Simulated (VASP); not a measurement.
Crystal: Co.

```xyz
2
Lattice="2.5190 0.0000 0.0000 -1.2595 2.1815 0.0000 0.0000 0.0000 4.0910" Properties=species:S:1:pos:R:3 pbc="T T T"
Co    0.0000    1.4543    1.0228
Co    1.2595    0.7272    3.0682
```

Base run:

- Program: VASP 6.6.1
- Functional: PBE
- Potentials or basis: VASP PAW PBE potentials, release 64 (Co)
- Cutoff: 520 eV
- k mesh: 19 × 19 × 10
- Occupations: fermi-dirac, width 0.05 eV
- Spin: no spin polarisation

Its results: band gap on the k mesh zero (bands 9 and 10 overlap by 1.32 eV); pressure -17.7 GPa.

Q: The run is repeated on the same cell with these changes: spin from no spin polarisation to collinear spin, antiferromagnetic start; further incar settings from ALGO = Normal; EDIFF = 1e-06; NBANDS = 16 to ALGO = Normal; EDIFF = 1e-06; NBANDS = 20. What comes out?

A: Band gap on the k mesh zero (filled and empty bands overlap); pressure -11.8 GPa; net moment 0.00 μB per cell; site moments Co +1.11, -1.11 μB.

Caveats: the cell stands under tension.
